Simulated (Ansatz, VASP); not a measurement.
## SnO2 in VASP and in Ansatz

```
Sn O
1.0
     4.76022    0.00000    0.00000
     0.00000    4.76022    0.00000
     0.00000    0.00000    3.20057
Sn O
2 4
Direct
  0.00000 0.00000 0.00000
  0.50000 0.50000 0.50000
  0.30589 0.30589 0.00000
  0.19411 0.80589 0.50000
  0.69411 0.69411 0.00000
  0.80589 0.19411 0.50000
```

Alike in both runs: task single point; functional r2SCAN; k mesh 6 × 6 × 10; occupations gaussian, width 0.05 eV; no spin polarisation.

```csv
,VASP,Ansatz
version,VASP 6.6.1,Ansatz 0.2.0
potentials or method,"VASP PAW PBE potentials, release 64 (Sn_d, O), cutoff 520 eV","scalar-relativistic, plane waves, PAW"
valence electrons in the cell,52,52
```

|  | VASP | Ansatz | Ansatz less VASP |
| --- | --- | --- | --- |
| gap on the k mesh at the Fermi level (eV) | 1.79 | 1.77 | -0.026 |
| least direct gap on the mesh (eV) | 1.79 | 1.77 | -0.026 |
| pressure (GPa) | 1.1 | 0.0 | -1.10 |
| traceless stress, the component that is largest in VASP (GPa) | 0.35 | 0.01 | -0.339 |
| rms of the force components (eV/Å) | 0.012 | 0.001 | -0.0109 |

VASP's potentials were made for PBE, not for r2SCAN. Atom by atom the forces differ by 0.013 eV/Å (rms over components).
